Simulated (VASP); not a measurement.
## Al4NiPd3: single point with PBE

The system is Al4NiPd3.

```
CELL_PARAMETERS angstrom
4.27674 0.00000 0.00000
0.00000 4.27674 0.00000
0.00000 0.00000 6.11941
ATOMIC_POSITIONS crystal
Al 0.50000 0.00000 0.24090
Al 0.00000 0.50000 0.24090
Al 0.50000 0.00000 0.75910
Al 0.00000 0.50000 0.75910
Ni 0.00000 0.00000 0.00000
Pd 0.50000 0.50000 0.00000
Pd 0.00000 0.00000 0.50000
Pd 0.50000 0.50000 0.50000
```

| Quantity | Value |
| --- | --- |
| Program | VASP 6.6.1 |
| Task | single point |
| Functional | PBE |
| Potentials or basis | VASP PAW PBE potentials, release 64 (Al, Ni, Pd) |
| Cutoff | 600 eV |
| k mesh | 10 × 10 × 6 |
| Occupations | gaussian, width 0.1 eV |
| Spin | no spin polarisation |

The pressure is -0.1 GPa. The band gap on the k mesh is zero (bands 26 and 27 overlap by 3.14 eV).

Levels at points of the mesh, in eV from the Fermi level:
| k point | band 24 | band 25 | band 26 | band 27 | band 28 | band 29 |
| --- | --- | --- | --- | --- | --- | --- |
| (0.00, 0.00, 0.00) | -1.16 | -0.88 | 1.61 | 1.97 | 2.29 | 2.33 |
| (0.50, 0.00, 0.00) | -1.21 | -0.88 | -0.68 | 1.01 | 1.17 | 2.31 |
| (0.50, 0.50, 0.00) | -1.80 | -1.69 | -1.32 | -0.91 | -0.74 | 1.81 |
| (0.00, 0.00, 0.50) | -0.46 | 0.02 | 0.02 | 0.46 | 0.78 | 1.77 |
| (0.50, 0.00, 0.50) | -1.90 | 2.00 | 2.20 | 2.38 | 2.53 | 2.56 |
| (0.50, 0.50, 0.50) | -1.82 | -0.97 | -0.94 | -0.94 | -0.76 | 4.38 |

Run time: 9.6 min on 1 thread of AMD EPYC 9755 128-Core Processor, with other jobs on the host, peak memory 0.48 GiB.

Spin polarisation is off, so any magnetic state and its effect on volume and gap are missing.
